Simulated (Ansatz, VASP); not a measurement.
**Two plane-wave programs on Al2Cl**

INCAR

```
SYSTEM = Al2Cl
  PREC = Accurate
  ENCUT = 600
  EDIFF = 1E-6
  ISMEAR = 0
  SIGMA = 0.1
  LREAL = .FALSE.
  LASPH = .TRUE.
  NELM = 100
  ALGO = Normal
  ISIF = 3
  LWAVE = .FALSE.
  LCHARG = .FALSE.
  GGA = PE
  IBRION = 2
  NSW = 100
  EDIFFG = -0.01
```

File KPOINTS:

```
Automatic mesh
0
G
  16 16 8
  0 0 0
```

POSCAR

```
Al2Cl
1.0
    3.0606196334      0.0000000000      0.0000000000
    0.0000000000      3.0606196334      0.0000000000
    0.0000000000      0.0000000000      6.9571048308
Al Cl
2 1
Direct
    0.5000000000      0.5000000000      0.2986424850
    0.5000000000      0.5000000000      0.7013575150
    0.0000000000      0.0000000000      0.0000000000
```

Input for Ansatz:

```yaml
crystal:
  lattice:
    - [3.0606196334, 0.0, 0.0]
    - [0.0, 3.0606196334, 0.0]
    - [0.0, 0.0, 6.9571048308]
  atoms:
    - { symbol: Al, position: [0.5, 0.5, 0.298642485] }
    - { symbol: Al, position: [0.5, 0.5, 0.701357515] }
    - { symbol: Cl, position: [0.0, 0.0, 0.0] }
basis:
  ecutwfc: 420
kpoints:
  mp_grid: { grid: [16, 16, 8] }
hamiltonian:
  xc: pbe
scf:
  occupations: { method: gaussian, width: 0.1 }
output:
  forces: true
  stress: true
  eigenvalues: true
  write_density: true
  write_potential: true
  elf: true
  volumetric_format: npy
relax:
  adjacent_minimum: "off"
  f_tol: 0.01
  max_steps: 80
  cell: { stress_tol: 0.05 }
```

Change from the starting cell: species swapped into the Ga2Cu type (P4/mmm, No. 123).

Alike in both runs: task relaxation of cell and atoms; functional PBE; k mesh 16 × 16 × 8; occupations gaussian, width 0.1 eV; no spin polarisation.

|  | VASP | Ansatz |
| --- | --- | --- |
| version | VASP 6.6.1 | Ansatz 0.2.0 |
| potentials or method | VASP PAW PBE potentials, release 64 (Al, Cl), cutoff 600 eV | scalar-relativistic, plane waves, PAW |
| valence electrons in the cell | 13 | 13 |

```csv
,VASP,Ansatz,Ansatz less VASP
"gap on the k mesh at the Fermi level, each at its own relaxed structure (eV)",none,none,-
relaxed volume (Å³/atom),21.58,21.58,+0.004
relaxed cell length with the largest relative difference (Å),6.927,6.925,-0.0023
```

A gap of «none» marks a metal or a gap that the smearing closes.
